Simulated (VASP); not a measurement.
Here is a VASP 6.6.1 calculation.

Contents of INCAR:

```
PREC     = Accurate       # precision mode
ENCUT    = 520            # plane-wave cutoff, eV
EDIFF    = 1E-7           # SCF threshold, eV
ISMEAR   = -1             # smearing method
SIGMA    = 0.1            # smearing width, eV
LREAL    = F              # projectors in reciprocal space
LASPH    = T              # aspherical terms in the spheres
NELM     = 150            # most SCF steps
ALGO     = Normal         # electronic algorithm
ISIF     = 2              # what is computed and relaxed
LWAVE    = F              # write WAVECAR
LCHARG   = F              # write CHGCAR
ISPIN    = 2              # spin polarisation
MAGMOM   = 2.2            # initial moments
LORBIT   = 11             # projections on sites
LMAXMIX  = 4              # l up to which the mixer works
GGA      = CA             # functional
NBANDS   = 14             # bands
```

The input KPOINTS:

```
Automatic mesh
0
Gamma
  12 12 12
```

POSCAR

```
Fe
1.0
   -1.4330000000      1.4330000000      1.4330000000
    1.4330000000     -1.4330000000      1.4330000000
    1.4330000000      1.4330000000     -1.4330000000
Fe
1
Direct
    0.0000000000      0.0000000000      0.0000000000
```

Potentials or basis: VASP PAW LDA potentials, release 64 (Fe).

Run with:

```sh
$ cat potpaw_LDA.64/Fe/POTCAR > POTCAR
$ mpirun -np 1 vasp_std > vasp.out
```

Q: What does it give for the pressure?

A: -23.4 GPa.

Q: Estimate the net moment.

A: 2.18 μB per cell.

Q: Predict the site moments.

A: Fe +2.15 μB.
